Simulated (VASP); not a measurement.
Pt:

```
Pt
1.0
     2.77000    0.00000    0.00000
    -1.38500    2.39889    0.00000
     0.00000    0.00000    4.52341
Pt
2
Direct
  0.33333 0.66667 0.25000
  0.66667 0.33333 0.75000
```

| Quantity | Value |
| --- | --- |
| Program | VASP 6.6.1 |
| Task | relaxation of cell and atoms |
| Functional | PBEsol |
| Potentials or basis | VASP PAW PBE potentials, release 64 (Pt) |
| Cutoff | 600 eV |
| k mesh | 9 × 9 × 5 |
| Occupations | methfessel-paxton, width 0.05 eV |
| Spin | no spin polarisation |

At the start: pressure 1.0 GPa; volume 15.03 Å³/atom.

Problem. How do energy, volume and symmetry change on relaxing?

Solution. Over 10 steps the energy falls by 22.9 meV/atom and the volume is 15.10 Å³/atom (+0.5 %); space group P6_3/mmc (No. 194, to 0.05 Å).

Step by step:
```
step  energy change (eV)  largest force (eV/Å)  pressure (GPa)  volume (Å³)
   1              0.0000                0.0000            0.97        30.06
   2             -0.0397                0.0000           -2.57        30.44
   3             -0.0414                0.0000           -2.97        30.50
   4             -0.0408                0.0000           -3.65        30.61
   5             -0.0418                0.0000           -3.21        30.54
   6             -0.0022                0.0000           10.02        29.35
   7             -0.0456                0.0000           -0.41        30.25
   8             -0.0456                0.0000           -0.36        30.25
   9             -0.0457                0.0000            0.18        30.18
  10             -0.0458                0.0000           -0.03        30.20
```

Final structure:
```
CELL_PARAMETERS angstrom
2.72152 0.00000 0.00000
-1.36076 2.35691 0.00000
0.00000 0.00000 4.70831
ATOMIC_POSITIONS crystal
Pt 0.33333 0.66667 0.25000
Pt 0.66667 0.33333 0.75000
```

Caveat: the PAW data sets were made with another functional, which shifts forces and pressure a little.
